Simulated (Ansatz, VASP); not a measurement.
**InSb in VASP and in Ansatz**

Contents of INCAR:

```
ALGO = Normal
EDIFF = 1E-7
ENCUT = 520
ISIF = 2
ISMEAR = -1
LASPH = True
LCHARG = True
LELF = True
LREAL = False
LVHAR = True
LWAVE = False
NBANDS = 16
NELM = 60
PREC = Accurate
SIGMA = 0.03
```

Contents of KPOINTS:

```
k-points
0
Gamma
  10 10 10
```

POSCAR

```
InSb
1.0
    0.0000000000      3.1743180000      3.2391000000
    3.1743180000      0.0000000000      3.2391000000
    3.1743180000      3.1743180000      0.0000000000
In Sb
1 1
Direct
    0.0000000000      0.0000000000      0.0000000000
    0.7500000000      0.7500000000      0.7500000000
```

Input for Ansatz:

```yaml
crystal:
  lattice:
    - [0.0, 3.174318, 3.2391]
    - [3.174318, 0.0, 3.2391]
    - [3.174318, 3.174318, 0.0]
  atoms:
    - { symbol: In, position: [0.0, 0.0, 0.0] }
    - { symbol: Sb, position: [0.75, 0.75, 0.75] }
kpoints:
  mp_grid: { grid: [10, 10, 10] }
  band_path:
    path:
      - [0.0, 0.0, 0.0]
      - [0.5, 0.0, 0.5]
      - [0.75, 0.25, 0.5]
      - [0.5, 0.5, 0.5]
      - [0.0, 0.0, 0.0]
      - [0.5, 0.5, 0.0]
      - [0.62995, 0.62995, 0.2599]
      - [0.37005, 0.37005, 0.7401]
      - [0.0, 0.0, 0.0]
    npoints: 5
scf:
  occupations: { method: fermi_dirac, width: 0.03 }
hamiltonian:
  xc: lda
  pseudopotentials: { kind: all_electron, lapw: { basis_error: 0.00025 } }
output:
  forces: true
  stress: true
  eigenvalues: true
```

Change from the starting cell: equal xx and yy strain of -2 %.

Alike in both runs: task single point; functional LDA; k mesh 10 × 10 × 10; occupations fermi-dirac, width 0.03 eV; no spin polarisation.

```csv
,VASP,Ansatz
version,VASP 6.6.1,Ansatz 0.2.0
potentials or method,"VASP PAW LDA potentials, release 64 (In_d, Sb), cutoff 520 eV","all-electron LAPW, scalar-relativistic"
```

```tsv
	VASP	Ansatz	Ansatz less VASP
pressure (GPa)	1.5	1.4	-0.09
traceless stress, the component that is largest in VASP (GPa)	-0.40	-0.40	+0.001
```

LDA's correlation is that of Perdew and Zunger in VASP and of Perdew and Wang (1992) in Ansatz. Ansatz ran all-electron here, and VASP with PAW potentials.

Neither program's run includes spin-orbit coupling.
